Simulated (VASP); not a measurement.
# HPt6 in VASP: notebook

The runs below take HPt6 through single point, with PBE.

Program: VASP 6.6.1. These are calculated values, not measurements. Logs are shortened: lines on timing, memory, paths and dates and some standing lists are left out, and cuts for length are marked.

### 1 The cell of the first run

The cell holds a slab with vacuum, 14 atoms: a = 5.615 Å, b = 5.615 Å, c = 22.620 Å, α = 90.00°, β = 90.00°, γ = 120.00°.

### 2 Single point, PBE

File INCAR:

```
SYSTEM = HPt6
PREC = Accurate
ENCUT = 520
EDIFF = 1E-7
ISMEAR = 0
SIGMA = 0.1
LREAL = .False.
LASPH = .True.
NELM = 80
ALGO = Normal
ISIF = 2
LWAVE = .False.
LCHARG = .False.
LDIPOL = .True.
IDIPOL = 3
DIPOL = 0.5 0.5 0.312
GGA = PE
NBANDS = 74
```

File KPOINTS:

```
Automatic mesh
0
Gamma
  6 6 1
  0 0 0
```

File POSCAR:

```
HPt6
1.0
    5.6145835605      0.0000000000      0.0000000000
   -2.8072917802      4.8623719950      0.0000000000
    0.0000000000      0.0000000000     22.6197373747
Pt H
12 2
Direct
    0.3333333333      0.1666666667      0.1768367127
    0.3333333333      0.6666666667      0.1768367127
    0.8333333333      0.1666666667      0.1768367127
    0.8333333333      0.6666666667      0.1768367127
    0.1666666667      0.3333333333      0.2789580515
    0.1666666667      0.8333333333      0.2789580515
    0.6666666667      0.3333333333      0.2789580515
    0.6666666667      0.8333333333      0.2789580515
    0.0000000000      0.0000000000      0.3810715055
    0.0000000000      0.5000000000      0.3810715055
    0.5000000000      0.0000000000      0.3810715055
    0.5000000000      0.5000000000      0.3810715055
    0.2114385736      0.4228771471      0.5136990400
    0.2885614264      0.5771228529      0.5136990400
```

Potentials or basis: VASP PAW PBE potentials, release 64 (Pt, H).

Started as:

```bash
$ cat potpaw_PBE.64/Pt/POTCAR potpaw_PBE.64/H/POTCAR > POTCAR
$ mpirun -np 1 vasp_std > vasp.out
```

OUTCAR:

```text
SYSTEM = HPt6
   PREC = Accurate
   ENCUT = 520
   EDIFF = 1E-7
   ISMEAR = 0
   LREAL = .False.
   LASPH = .True.
   NELM = 80
   ISIF = 2
   GGA = PE

 ion  position               nearest neighbor table
   1  0.333  0.167  0.177-   2 2.81   2 2.81   4 2.81   4 2.81   3 2.81   3 2.81   5 2.82   6 2.82
                             7 2.82
   2  0.333  0.667  0.177-   1 2.81   1 2.81   3 2.81   3 2.81   4 2.81   4 2.81   6 2.82   5 2.82
                             8 2.82
   3  0.833  0.167  0.177-   4 2.81   4 2.81   2 2.81   2 2.81   1 2.81   1 2.81   7 2.82   8 2.82
                             5 2.82
   4  0.833  0.667  0.177-   3 2.81   3 2.81   1 2.81   1 2.81   2 2.81   2 2.81   8 2.82   7 2.82
                             6 2.82
   5  0.167  0.333  0.279-   6 2.81   6 2.81   8 2.81   8 2.81   7 2.81   7 2.81   9 2.82  12 2.82
                            10 2.82   1 2.82   2 2.82   3 2.82
   6  0.167  0.833  0.279-   5 2.81   5 2.81   7 2.81   7 2.81   8 2.81   8 2.81  10 2.82  11 2.82
                             9 2.82   2 2.82   1 2.82   4 2.82
   7  0.667  0.333  0.279-   8 2.81   8 2.81   6 2.81   6 2.81   5 2.81   5 2.81  11 2.82  10 2.82
                            12 2.82   3 2.82   4 2.82   1 2.82
   8  0.667  0.833  0.279-   7 2.81   7 2.81   5 2.81   5 2.81   6 2.81   6 2.81  12 2.82   9 2.82
                            11 2.82   4 2.82   3 2.82   2 2.82
   9  0.000  0.000  0.381-  10 2.81  10 2.81  12 2.81  12 2.81  11 2.81  11 2.81   5 2.82   8 2.82
                             6 2.82
  10  0.000  0.500  0.381-   9 2.81   9 2.81  11 2.81  11 2.81  12 2.81  12 2.81   6 2.82   7 2.82
                             5 2.82
  11  0.500  0.000  0.381-  12 2.81  12 2.81  10 2.81  10 2.81   9 2.81   9 2.81   7 2.82   6 2.82
                             8 2.82
  12  0.500  0.500  0.381-  11 2.81  11 2.81   9 2.81   9 2.81  10 2.81  10 2.81   8 2.82   5 2.82
                             7 2.82
  13  0.211  0.423  0.514-  14 0.75
  14  0.289  0.577  0.514-  13 0.75

  LATTYP: Found a hexagonal cell.
 ALAT       =     5.6145835605
 C/A-ratio  =     4.0287471245

  Lattice vectors:

 A1 = (   5.6145835605,   0.0000000000,   0.0000000000)
 A2 = (  -2.8072917802,   4.8623719950,   0.0000000000)
 A3 = (   0.0000000000,   0.0000000000,  22.6197373747)

Analysis of symmetry for initial positions (statically):
=====================================================================
 Subroutine PRICEL returns:
 Original cell was already a primitive cell.

 Routine SETGRP: Setting up the symmetry group for a
 hexagonal supercell.

 Subroutine GETGRP returns: Found  2 space group operations
 (whereof  2 operations were pure point group operations)
 out of a pool of 24 trial point group operations.

The static configuration has the point symmetry C_1h.

Analysis of symmetry for dynamics (positions and initial velocities):
=====================================================================
 Subroutine PRICEL returns:
 Original cell was already a primitive cell.

 Routine SETGRP: Setting up the symmetry group for a
 hexagonal supercell.

 Subroutine GETGRP returns: Found  2 space group operations
 (whereof  2 operations were pure point group operations)
 out of a pool of 24 trial point group operations.

The dynamic configuration has the point symmetry C_1h.

 Subroutine INISYM returns: Found  2 space group operations
 (whereof  2 operations are pure point group operations),
 and found     1 'primitive' translations

----------------------------------------------------------------------------------------

                                     Primitive cell

  volume of cell :     617.5232

  direct lattice vectors                    reciprocal lattice vectors
     5.614583560  0.000000000  0.000000000     0.178107599  0.102830470  0.000000000
    -2.807291780  4.862371995  0.000000000     0.000000000  0.205660941  0.000000000
     0.000000000  0.000000000 22.619737375     0.000000000  0.000000000  0.044209178

  length of vectors
     5.614583560  5.614583560 22.619737375     0.205660941  0.205660941  0.044209178

  position of ions in fractional coordinates (direct lattice)
     0.333333333  0.166666667  0.176836713
     0.333333333  0.666666667  0.176836713
     0.833333333  0.166666667  0.176836713
     0.833333333  0.666666667  0.176836713
     0.166666667  0.333333333  0.278958051
     0.166666667  0.833333333  0.278958051
     0.666666667  0.333333333  0.278958051
     0.666666667  0.833333333  0.278958051
     0.000000000  0.000000000  0.381071506
     0.000000000  0.500000000  0.381071506
     0.500000000  0.000000000  0.381071506
     0.500000000  0.500000000  0.381071506
     0.211438574  0.422877147  0.513699040
     0.288561426  0.577122853  0.513699040

  ion indices of the primitive-cell ions
   primitive index   ion index
                 1           1
                 2           2
                 3           3
                 4           4
                 5           5
                 6           6
                 7           7
                 8           8
                 9           9
                10          10
                11          11
                12          12
                13          13
                14          14

----------------------------------------------------------------------------------------

 KPOINTS: Automatic mesh

Automatic generation of k-mesh.
 Grid dimensions read from file:
 generate k-points for:    6    6    1

 Generating k-lattice:

  Cartesian coordinates                     Fractional coordinates (reciprocal lattice)
     0.029684600  0.017138412  0.000000000     0.166666667  0.000000000  0.000000000
     0.000000000  0.034276824  0.000000000     0.000000000  0.166666667  0.000000000
     0.000000000  0.000000000  0.044209178     0.000000000  0.000000000  1.000000000

  Length of vectors
     0.034276824  0.034276824  0.044209178

  Shift w.r.t. Gamma in fractional coordinates (k-lattice)
     0.000000000  0.000000000  0.000000000

 Subroutine IBZKPT returns following result:
 ===========================================

 Found     13 irreducible k-points:

 Following reciprocal coordinates:
            Coordinates               Weight
  0.000000  0.000000  0.000000      1.000000
  0.166667  0.000000  0.000000      4.000000
  0.000000  0.166667  0.000000      2.000000
  0.333333  0.000000  0.000000      4.000000
  0.000000  0.333333  0.000000      2.000000
  0.500000  0.000000  0.000000      2.000000
  0.000000  0.500000  0.000000      1.000000
  0.166667  0.166667  0.000000      4.000000
 -0.333333  0.166667  0.000000      2.000000
  0.333333  0.166667  0.000000      4.000000
 -0.166667  0.500000  0.000000      4.000000
  0.500000  0.333333  0.000000      4.000000
  0.333333  0.333333  0.000000      2.000000
   k-points           NKPTS =     13   k-points in BZ     NKDIM =     13   number of bands    NBANDS=     74
   number of dos      NEDOS =    301   number of ions     NIONS =     14
   total plane-waves  NPLWV = 296352
   dimension x,y,z NGX =    42 NGY =   42 NGZ =  168
   dimension x,y,z NGXF=    84 NGYF=   84 NGZF=  336
   ions per type =              12   2
   NGX,Y,Z   is equivalent  to a cutoff of  12.44, 12.44, 12.35 a.u.
   NGXF,Y,Z  is equivalent  to a cutoff of  24.87, 24.87, 24.69 a.u.
 SYSTEM =  HPt6
   PREC   = accura    normal or accurate (medium, high low for compatibility)
   ISTART =      0    job   : 0-new  1-cont  2-samecut
   ICHARG =      2    charge: 1-file 2-atom 10-const
   ISPIN  =      1    spin polarized calculation?
   LNONCOLLINEAR =      F non collinear calculations
   LSORBIT =      F    spin-orbit coupling
   LASPH  =      T    aspherical Exc in radial PAW
   ENCUT  =  520.0 eV  38.22 Ry    6.18 a.u.  10.44 10.44 42.06*2*pi/ulx,y,z
   NELM   =     80;   NELMIN=  2; NELMDL= -5     # of ELM steps
   EDIFF  = 0.1E-06   stopping-criterion for ELM
   LREAL  =      F    real-space projection
   EDIFFG = 0.1E-05   stopping-criterion for IOM
   NSW    =      0    number of steps for IOM
   IBRION =     -1    ionic relax: 0-MD 1-quasi-New 2-CG
   NFREE  =      0    steps in history (QN), initial steepest desc. (CG)
   ISIF   =      2    stress and relaxation
   ISYM   =      2    0-nonsym 1-usesym 2-fastsym
   POTIM  = 0.5000    time-step for ionic-motion
   TEBEG  =    0.0;   TEEND  =   0.0 temperature during run
   PSTRESS=    0.0 pullay stress
   NELECT =     122.0000    total number of electrons
   NUPDOWN=      -1.0000    fix difference up-down
   EMIN   =  10.00;   EMAX   =-10.00  energy-range for DOS
   EFERMI =   0.00;   METHOD = LEGACY
   ISMEAR =     0;   SIGMA  =   0.10  broadening in eV -4-tet -1-fermi 0-gaus
   EFERMI_NEDOS =   21; number of points for ismear=-14 and -15
   IALGO  =     38    algorithm
   IMIX   =      4    mixing-type and parameters
     AMIX     =   0.40;   BMIX     =  1.00
     AMIX_MAG =   1.60;   BMIX_MAG =  1.00
  volume/ion in A,a.u.               =      44.11       297.66
  Fermi-wavevector in a.u.,A,eV,Ry     =   0.953477  1.801811 12.369314  0.909119
  Thomas-Fermi vector in A             =   2.082136
   LORBIT       =      0    0 simple, 1 ext, 2 COOP (PROOUT), +10 PAW based schemes
   GGA     = PE    functional components
   LHFCALC =     F    Hartree Fock is set to
   AEXX    =    0.0000 exact exchange contribution
   IVDW    =     0    specifies the selected vdW correction
   LEPSILON=     F    determine dielectric tensor
   LRPA    =     F    only Hartree local field effects (RPA)
 non-spin polarized calculation
 Gauss-broadening in eV      SIGMA  =   0.10
  energy-cutoff  :      520.00
  volume of cell :      617.52
 maximum number of plane-waves:     16729
 NGX is ok and might be reduce to    42
   NGX = 21   NGY = 21   NGZ = 85

 dipolmoment           0.000000      0.000000      0.002147 electrons x Angstroem

 number of electron     121.9999985 magnetization

 dipolmoment           0.000000      0.000000     -0.021931 electrons x Angstroem

 Free energy of the ion-electron system (eV)
  ---------------------------------------------------
  ext. energy  EPLUGINS =         0.00000000
  ---------------------------------------------------
  free energy    TOTEN  =       -74.75537666 eV

  energy without entropy =      -74.59110411  energy(sigma->0) =      -74.67324039

 E-fermi :  -0.7791     XC(G=0):  -5.0471

 val. band max:       -0.7807660207   @ k =   0.1667   0.0000   0.0000
 cond. band min:      -0.7774250528   @ k =   0.0000   0.0000   0.0000
 fundamental gap:      0.0033409679
 Fermi energy:        -0.7790645856

 k-point     1 :       0.0000    0.0000    0.0000
  band No.  band energies     occupation
      1      -9.5722      2.00000
      2      -7.8573      2.00000
      3      -7.3685      2.00000
      4      -6.9638      2.00000
      5      -6.9633      2.00000
      6      -6.9631      2.00000
[... 65 lines left out ...]
     72       2.1082      0.00000
     73       2.1088      0.00000
[... 910 lines left out ...]
     72       4.3313      0.00000
     73       4.3342      0.00000
 [bands above 73 left out]

------------------------ aborting loop because EDIFF is reached ----------------------------------------

 vacuum level on the upper side and lower side of the slab       (xc-potential included)        -0.135        -0.006

  FORCE on cell =-STRESS in cart. coord.  units (eV):
  Direction    XX          YY          ZZ          XY          YZ          ZX
  --------------------------------------------------------------------------------------
  -------------------------------------------------------------------------------------
  Total      -19.1342778    -19.0969933     -0.1975896     -0.0000000     -0.0051863     -0.0000000
  in kB      -49.6442974    -49.5475618     -0.5126504     -0.0000000     -0.0134561     -0.0000000
  external PRESSURE =     -33.2348366 kB  Pullay stress =       0.0000000 kB

 VOLUME and BASIS-vectors are now :
 -----------------------------------------------------------------------------
  energy-cutoff  :      520.00
  volume of cell :      617.52
      direct lattice vectors                 reciprocal lattice vectors
     5.614583560  0.000000000  0.000000000     0.178107599  0.102830470  0.000000000
    -2.807291780  4.862371995  0.000000000     0.000000000  0.205660941  0.000000000
     0.000000000  0.000000000 22.619737375     0.000000000  0.000000000  0.044209178

 POSITION                                       TOTAL-FORCE (eV/Angst)
 -----------------------------------------------------------------------------------
      1.40365      0.81040      4.00000        -0.003701      0.000006      0.021115
     -0.00000      3.24158      4.00000        -0.000000     -0.002609      0.019352
      4.21094      0.81040      4.00000         0.003701      0.000006      0.021115
      2.80729      3.24158      4.00000         0.000000      0.003741      0.016677
      0.00000      1.62079      6.30996        -0.000000     -0.001192     -0.010523
     -1.40365      4.05198      6.30996         0.003116     -0.000651     -0.001837
      2.80729      1.62079      6.30996         0.000000      0.002293     -0.020738
      1.40365      4.05198      6.30996        -0.003116     -0.000651     -0.001837
      0.00000      0.00000      8.61974        -0.000000     -0.007303     -0.029555
     -1.40365      2.43119      8.61974        -0.011463      0.003593     -0.037413
      2.80729      0.00000      8.61974        -0.000000     -0.000808     -0.029493
      1.40365      2.43119      8.61974         0.011463      0.003593     -0.037413
      0.00000      2.05619     11.61974        -0.000000     -0.051693      0.045309
     -0.00000      2.80619     11.61974         0.000000      0.051674      0.045239
 -----------------------------------------------------------------------------------
    total drift:                               -0.000000     -0.000106      0.000205

  FREE ENERGIE OF THE ION-ELECTRON SYSTEM (eV)
  ---------------------------------------------------
  free  energy   TOTEN  =       -74.7553766564 eV

  energy  without entropy=      -74.5911041144  energy(sigma->0) =      -74.67324039

 vacuum level on the upper side and lower side of the slab         4.846         4.977
```

Run time: 16 min. Hardware: 1 thread of AMD EPYC 9R45 (Zen 5), shared host; peak memory 0.84 GiB.

Results:

* Free energy: -74.7554 eV
* Largest force: 0.069 eV/Å
* Band gap on the k mesh: zero (bands 61 and 62 overlap by 0.75 eV)

Forces in eV/Å, atoms in the order of the input:
```
Pt  -0.004  0.000  0.021
Pt   0.000 -0.003  0.019
Pt   0.004  0.000  0.021
Pt   0.000  0.004  0.017
Pt   0.000 -0.001 -0.011
Pt   0.003 -0.001 -0.002
Pt   0.000  0.002 -0.021
Pt  -0.003 -0.001 -0.002
Pt   0.000 -0.007 -0.030
Pt  -0.011  0.004 -0.037
Pt   0.000 -0.001 -0.029
Pt   0.011  0.004 -0.037
H    0.000 -0.052  0.045
H    0.000  0.052  0.045
```

Levels at points of the mesh, in eV from the Fermi level:
| k point | band 57 | band 58 | band 59 | band 60 | band 61 | band 62 | band 63 | band 64 | band 65 | band 66 |
| --- | --- | --- | --- | --- | --- | --- | --- | --- | --- | --- |
| (0.00, 0.00, 0.00) | 0.20 | 0.20 | 0.54 | 0.54 | 0.55 | 0.59 | 0.59 | 0.59 | 1.02 | 1.24 |
| (0.50, 0.00, 0.00) | -0.71 | -0.58 | -0.54 | -0.11 | -0.10 | 0.03 | 0.03 | 0.27 | 0.27 | 1.68 |
| (0.00, 0.50, 0.00) | -0.71 | -0.58 | -0.53 | -0.11 | -0.10 | 0.03 | 0.03 | 0.27 | 0.27 | 1.68 |

Caveat: spin-orbit coupling is left out, which moves the levels of the heavy elements.

(Continued in part 2 of 2.)
